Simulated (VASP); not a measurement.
# Rh (P6_3/mmc) in VASP: a series of runs

Runs on Rh. Level: LDA. Tasks: single point.

Everything below comes from runs of VASP 6.6.1. Logs are shortened: lines on timing, memory, paths and dates and some standing lists are left out, and cuts for length are marked.

### Step 1. The cell of the first run

Symmetry: P6_3/mmc, No. 194, hexagonal system. The conventional cell has a = 2.675 Å, b = 2.675 Å, c = 4.338 Å, α = 90.00°, β = 90.00°, γ = 120.00°. Within 3.5 Å of Rh (site symmetry -6m2) lie 12 Rh at 2.66 to 2.68 Å.

### Step 2. Single point, LDA

INCAR

```
PREC = Accurate
ENCUT = 520
EDIFF = 1E-6
ISMEAR = 1
SIGMA = 0.1
LREAL = F
LASPH = T
NELM = 100
ALGO = Normal
ISIF = 2
LWAVE = F
LCHARG = F
GGA = CA
NBANDS = 22
```

KPOINTS

```
Automatic mesh
0
Gamma
  12 12 7
```

POSCAR

```
Rh
1.0
    2.6752300712      0.0000000000      0.0000000000
   -1.3376150356      2.3168191057      0.0000000000
    0.0000000000      0.0000000000      4.3380872866
Rh
2
Direct
    0.6666666667      0.3333333333      0.7500000000
    0.3333333333      0.6666666667      0.2500000000
```

Potentials or basis: VASP PAW LDA potentials, release 64 (Rh_pv).

On the command line:

```bash
> cat potpaw_LDA.64/Rh_pv/POTCAR > POTCAR
> mpirun -np 1 vasp_std > vasp.out
```

OUTCAR:

```text
PREC = Accurate
   ENCUT = 520
   EDIFF = 1E-6
   ISMEAR = 1
   LREAL = F
   LASPH = T
   NELM = 100
   ISIF = 2
   GGA = CA

 ion  position               nearest neighbor table
   1  0.667  0.333  0.750-   2 2.66   2 2.66   2 2.66   2 2.66   2 2.66   2 2.66
   2  0.333  0.667  0.250-   1 2.66   1 2.66   1 2.66   1 2.66   1 2.66   1 2.66

  LATTYP: Found a hexagonal cell.
 ALAT       =     2.6752300712
 C/A-ratio  =     1.6215754052

  Lattice vectors:

 A1 = (   2.6752300712,   0.0000000000,   0.0000000000)
 A2 = (  -1.3376150356,   2.3168191057,   0.0000000000)
 A3 = (   0.0000000000,   0.0000000000,   4.3380872866)

Analysis of symmetry for initial positions (statically):
=====================================================================
 Subroutine PRICEL returns:
 Original cell was already a primitive cell.

 Routine SETGRP: Setting up the symmetry group for a
 hexagonal supercell.

 Subroutine GETGRP returns: Found 24 space group operations
 (whereof 12 operations were pure point group operations)
 out of a pool of 24 trial point group operations.

The static configuration has the point symmetry D_3d.
 The point group associated with its full space group is D_6h.

Analysis of symmetry for dynamics (positions and initial velocities):
=====================================================================
 Subroutine PRICEL returns:
 Original cell was already a primitive cell.

 Routine SETGRP: Setting up the symmetry group for a
 hexagonal supercell.

 Subroutine GETGRP returns: Found 24 space group operations
 (whereof 12 operations were pure point group operations)
 out of a pool of 24 trial point group operations.

The dynamic configuration has the point symmetry D_3d.
 The point group associated with its full space group is D_6h.

 Subroutine INISYM returns: Found 24 space group operations
 (whereof 12 operations are pure point group operations),
 and found     1 'primitive' translations

----------------------------------------------------------------------------------------

                                     Primitive cell

  volume of cell :      26.8876

  direct lattice vectors                    reciprocal lattice vectors
     2.675230071  0.000000000  0.000000000     0.373799626  0.215813137  0.000000000
    -1.337615036  2.316819106  0.000000000     0.000000000  0.431626275  0.000000000
     0.000000000  0.000000000  4.338087287     0.000000000  0.000000000  0.230516339

  length of vectors
     2.675230071  2.675231719  4.338087287     0.431626541  0.431626275  0.230516339

  position of ions in fractional coordinates (direct lattice)
     0.666666667  0.333333333  0.750000000
     0.333333333  0.666666667  0.250000000

  ion indices of the primitive-cell ions
   primitive index   ion index
                 1           1
                 2           2

----------------------------------------------------------------------------------------

 KPOINTS: Automatic mesh

Automatic generation of k-mesh.
 Grid dimensions read from file:
 generate k-points for:   12   12    7

 Generating k-lattice:

  Cartesian coordinates                     Fractional coordinates (reciprocal lattice)
     0.031149969  0.017984428  0.000000000     0.083333333  0.000000000  0.000000000
     0.000000000  0.035968856  0.000000000     0.000000000  0.083333333  0.000000000
     0.000000000  0.000000000  0.032930906     0.000000000  0.000000000  0.142857143

  Length of vectors
     0.035968878  0.035968856  0.032930906

  Shift w.r.t. Gamma in fractional coordinates (k-lattice)
     0.000000000  0.000000000  0.000000000

 Subroutine IBZKPT returns following result:
 ===========================================

 Found     76 irreducible k-points:

 Following reciprocal coordinates:
            Coordinates               Weight
  0.000000  0.000000  0.000000      1.000000
  0.083333  0.000000  0.000000      6.000000
  0.166667  0.000000  0.000000      6.000000
  0.250000 -0.000000  0.000000      6.000000
  0.333333  0.000000  0.000000      6.000000
  0.416667  0.000000  0.000000      6.000000
[... 16 lines left out ...]
  0.250000 -0.000000  0.142857     12.000000
  0.333333  0.000000  0.142857     12.000000
 [... further k-points ...]
   k-points           NKPTS =     76   k-points in BZ     NKDIM =     76   number of bands    NBANDS=     22
   number of dos      NEDOS =    301   number of ions     NIONS =      2
   total plane-waves  NPLWV =  12800
   dimension x,y,z NGX =    20 NGY =   20 NGZ =   32
   dimension x,y,z NGXF=    40 NGYF=   40 NGZF=   64
   ions per type =               2
   NGX,Y,Z   is equivalent  to a cutoff of  12.43, 12.43, 12.26 a.u.
   NGXF,Y,Z  is equivalent  to a cutoff of  24.86, 24.86, 24.53 a.u.
 SYSTEM =  unknown system
   PREC   = accura    normal or accurate (medium, high low for compatibility)
   ISTART =      0    job   : 0-new  1-cont  2-samecut
   ICHARG =      2    charge: 1-file 2-atom 10-const
   ISPIN  =      1    spin polarized calculation?
   LNONCOLLINEAR =      F non collinear calculations
   LSORBIT =      F    spin-orbit coupling
   LASPH  =      T    aspherical Exc in radial PAW
   ENCUT  =  520.0 eV  38.22 Ry    6.18 a.u.   4.97  4.97  8.07*2*pi/ulx,y,z
   NELM   =    100;   NELMIN=  2; NELMDL= -5     # of ELM steps
   EDIFF  = 0.1E-05   stopping-criterion for ELM
   LREAL  =      F    real-space projection
   EDIFFG = 0.1E-04   stopping-criterion for IOM
   NSW    =      0    number of steps for IOM
   IBRION =     -1    ionic relax: 0-MD 1-quasi-New 2-CG
   NFREE  =      0    steps in history (QN), initial steepest desc. (CG)
   ISIF   =      2    stress and relaxation
   ISYM   =      2    0-nonsym 1-usesym 2-fastsym
   POTIM  = 0.5000    time-step for ionic-motion
   TEBEG  =    0.0;   TEEND  =   0.0 temperature during run
   PSTRESS=    0.0 pullay stress
   NELECT =      30.0000    total number of electrons
   NUPDOWN=      -1.0000    fix difference up-down
   EMIN   =  10.00;   EMAX   =-10.00  energy-range for DOS
   EFERMI =   0.00;   METHOD = LEGACY
   ISMEAR =     1;   SIGMA  =   0.10  broadening in eV -4-tet -1-fermi 0-gaus
   EFERMI_NEDOS =   21; number of points for ismear=-14 and -15
   IALGO  =     38    algorithm
   IMIX   =      4    mixing-type and parameters
     AMIX     =   0.40;   BMIX     =  1.00
     AMIX_MAG =   1.60;   BMIX_MAG =  1.00
  volume/ion in A,a.u.               =      13.44        90.72
  Fermi-wavevector in a.u.,A,eV,Ry     =   1.697975  3.208708 39.227236  2.883121
  Thomas-Fermi vector in A             =   2.778559
   LORBIT       =      0    0 simple, 1 ext, 2 COOP (PROOUT), +10 PAW based schemes
   GGA     = CA    functional components
   LHFCALC =     F    Hartree Fock is set to
   AEXX    =    0.0000 exact exchange contribution
   IVDW    =     0    specifies the selected vdW correction
   LEPSILON=     F    determine dielectric tensor
   LRPA    =     F    only Hartree local field effects (RPA)
 non-spin polarized calculation
 Methfessel and Paxton  Order N= 1 SIGMA  =   0.10
  energy-cutoff  :      520.00
  volume of cell :       26.89
 maximum number of plane-waves:       744
 NGX is ok and might be reduce to    20
   NGX =  9   NGY =  9   NGZ = 17

 number of electron      30.0000003 magnetization

 Free energy of the ion-electron system (eV)
  ---------------------------------------------------
  ext. energy  EPLUGINS =         0.00000000
  ---------------------------------------------------
  free energy    TOTEN  =       -17.28287495 eV

  energy without entropy =      -17.28155947  energy(sigma->0) =      -17.28243646

 E-fermi :  12.2547     XC(G=0): -14.4943

 val. band max:       12.2538153049   @ k =   0.2500   0.1667   0.1429
 cond. band min:      12.2550153563   @ k =   0.3333   0.0000   0.4286
 fundamental gap:      0.0012000514
 Fermi energy:        12.2547067866

 k-point     1 :       0.0000    0.0000    0.0000
  band No.  band energies     occupation
      1     -34.8879      2.00000
      2     -34.1742      2.00000
      3     -34.1742      2.00000
      4     -34.0680      2.00000
      5     -34.0587      2.00000
      6     -34.0587      2.00000
[... 14 lines left out ...]
     21      30.2704      0.00000
     22      30.9793      0.00000

 k-point     2 :       0.0833    0.0000    0.0000
  band No.  band energies     occupation
      1     -34.8702      2.00000
      2     -34.2148      2.00000
      3     -34.1873      2.00000
      4     -34.1008      2.00000
      5     -34.0753      2.00000
      6     -34.0652      2.00000
[... 14 lines left out ...]
     21      30.5608      0.00000
     22      31.2036      0.00000

 k-point     3 :       0.1667    0.0000    0.0000
  band No.  band energies     occupation
      1     -34.8196      2.00000
      2     -34.3257      2.00000
      3     -34.2221      2.00000
      4     -34.2138      2.00000
      5     -34.0971      2.00000
      6     -34.0835      2.00000
[... 14 lines left out ...]
     21      31.0146      0.00000
     22      31.0542      0.00000

 k-point     4 :       0.2500   -0.0000    0.0000
  band No.  band energies     occupation
      1     -34.7435      2.00000
      2     -34.4774      2.00000
      3     -34.3640      2.00000
      4     -34.2681      2.00000
      5     -34.1339      2.00000
      6     -34.1099      2.00000
[... 14 lines left out ...]
     21      29.3772      0.00000
     22      29.6071      0.00000

 k-point     5 :       0.3333    0.0000    0.0000
  band No.  band energies     occupation
      1     -34.6542      2.00000
      2     -34.6289      2.00000
      3     -34.5096      2.00000
      4     -34.3126      2.00000
      5     -34.1838      2.00000
      6     -34.1372      2.00000
[... 417 lines left out ...]
 k-point    22 :       0.1667    0.0000    0.1429
  band No.  band energies     occupation
      1     -34.7901      2.00000
      2     -34.3158      2.00000
      3     -34.2423      2.00000
      4     -34.2153      2.00000
      5     -34.1101      2.00000
      6     -34.0904      2.00000
[... 14 lines left out ...]
     21      30.4466      0.00000
     22      30.8480      0.00000

 k-point    23 :       0.2500   -0.0000    0.1429
  band No.  band energies     occupation
      1     -34.7321      2.00000
      2     -34.4571      2.00000
      3     -34.3878      2.00000
      4     -34.2603      2.00000
      5     -34.1426      2.00000
      6     -34.1178      2.00000
[... 14 lines left out ...]
     21      29.4719      0.00000
     22      29.6808      0.00000

 k-point    24 :       0.3333    0.0000    0.1429
  band No.  band energies     occupation
      1     -34.7089      2.00000
      2     -34.5652      2.00000
      3     -34.5169      2.00000
      4     -34.3040      2.00000
      5     -34.1851      2.00000
      6     -34.1460      2.00000
[... 14 lines left out ...]
     21      27.7921      0.00000
     22      27.9826      0.00000

 [... further k-points ...]
[... 5 lines left out ...]
  --------------------------------------------------------------------------------------
  -------------------------------------------------------------------------------------
  Total       -0.5699071     -0.5699080     -0.4862139      0.0000000      0.0000000      0.0000000
  in kB      -33.9596417    -33.9596975    -28.9725311      0.0000000      0.0000000      0.0000000
  external PRESSURE =     -32.2972901 kB  Pullay stress =       0.0000000 kB

 VOLUME and BASIS-vectors are now :
 -----------------------------------------------------------------------------
  energy-cutoff  :      520.00
  volume of cell :       26.89
      direct lattice vectors                 reciprocal lattice vectors
     2.675230071  0.000000000  0.000000000     0.373799626  0.215813137  0.000000000
    -1.337615036  2.316819106  0.000000000     0.000000000  0.431626275  0.000000000
     0.000000000  0.000000000  4.338087287     0.000000000  0.000000000  0.230516339

 POSITION                                       TOTAL-FORCE (eV/Angst)
 -----------------------------------------------------------------------------------
      1.33762      0.77227      3.25357        -0.000000      0.000000      0.000000
     -0.00000      1.54455      1.08452         0.000000     -0.000000      0.000000
 -----------------------------------------------------------------------------------
    total drift:                               -0.000000      0.000000     -0.000000

  FREE ENERGIE OF THE ION-ELECTRON SYSTEM (eV)
  ---------------------------------------------------
  free  energy   TOTEN  =       -17.2828749469 eV

  energy  without entropy=      -17.2815594726  energy(sigma->0) =      -17.28243646
```

It took 41 s on 1 thread of Intel Xeon 8259CL, shared host; peak memory 0.15 GiB.

Results:

```
Free energy            : -17.2829 eV
Pressure               : -3.2 GPa
Band gap on the k mesh : zero (band 15 reaches 12.88 eV, above the bottom of band 16 at 10.36 eV)
```

Stress tensor (GPa, compression positive):
```
-3.40  0.00  0.00
 0.00 -3.40  0.00
 0.00  0.00 -2.90
```

### Step 3. Single point, LDA

This run uses another cell than the first one, of 13.87 Å³/atom, 1.032 times its volume.

INCAR

```
SYSTEM = Rh
PREC     = Accurate       ! precision mode
ENCUT    = 520            ! plane-wave cutoff, eV
EDIFF    = 1E-6           ! SCF threshold, eV
ISMEAR   = 1              ! smearing method
SIGMA    = 0.1            ! smearing width, eV
LREAL    = .False.        ! projectors in reciprocal space
LASPH    = .True.         ! aspherical terms in the spheres
NELM     = 100            ! most SCF steps
ALGO     = Normal         ! electronic algorithm
ISIF     = 2              ! what is computed and relaxed
LWAVE    = .False.        ! write WAVECAR
LCHARG   = .False.        ! write CHGCAR
GGA      = CA             ! functional
NBANDS   = 22             ! bands
```

KPOINTS

```
regular mesh
0
Gamma
  12 12 7
  0 0 0
```

POSCAR

```
Rh
1.0
    2.7033924573      0.0000000000      0.0000000000
   -1.3516962286      2.3412084676      0.0000000000
    0.0000000000      0.0000000000      4.3837547192
Rh
2
Direct
    0.6666666667      0.3333333333      0.7500000000
    0.3333333333      0.6666666667      0.2500000000
```

Potentials or basis: VASP PAW LDA potentials, release 64 (Rh_pv).

On the command line:

```bash
> cat potpaw_LDA.64/Rh_pv/POTCAR > POTCAR
> mpirun -np 1 vasp_std > vasp.out
```

Run time: 48 s. Hardware: 1 thread of Intel Xeon 8259CL, shared host; peak memory 0.15 GiB.

It converged, with:

```
Free energy            : -17.2425 eV
Pressure               : -11.9 GPa
Band gap on the k mesh : zero (band 15 reaches 12.25 eV, above the bottom of band 16 at 9.86 eV)
```

Stress tensor (GPa, compression positive):
```
-11.94   0.00   0.00
  0.00 -11.94   0.00
  0.00   0.00 -11.67
```

Levels at points of the mesh, in eV from the Fermi level:
```
           k point  band 13  band 14  band 15  band 16  band 17  band 18
(0.00, 0.00, 0.00)    -2.53    -1.91    -1.91     0.11     0.11     0.65
(0.50, 0.00, 0.00)    -2.18     0.41     0.59     0.71     2.98     5.05
```
